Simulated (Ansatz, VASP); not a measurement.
# Two plane-wave programs on Cd2C

```
Cd C
1.0
     4.59874    0.00000    0.00000
    -2.29937    3.98262    0.00000
     0.00000    0.00000    3.25307
Cd C
2 1
Direct
  0.33333 0.66667 0.99065
  0.66667 0.33333 0.99065
  0.00000 0.00000 0.86911
```

Alike in both runs: functional PBE; k mesh 6 × 6 × 4; occupations gaussian, width 0.1 eV; no spin polarisation.

Ansatz relaxed the structure, and its values are those at the end. VASP's run is a single point on that final structure, the one shown.

```csv
,VASP,Ansatz
version,VASP 6.6.1,Ansatz 0.2.0
potentials or method,"VASP PAW PBE potentials, release 64 (Cd, C), cutoff 520 eV","scalar-relativistic, plane waves, PAW"
valence electrons in the cell,28,44
```

```tsv
	VASP	Ansatz	Ansatz less VASP
gap on the k mesh at the Fermi level (eV)	none	none	-
pressure (GPa)	0.4	-0.1	-0.56
```

A gap of «none» marks a metal or a gap that the smearing closes. The functional is the same, so the differences come from potentials, cutoffs and numerics. VASP's potentials hold 28 valence electrons a cell and Ansatz's 44, so a difference there can come from the potentials and not from the codes.

The k mesh is coarse, so the values compare programs but aren't converged.
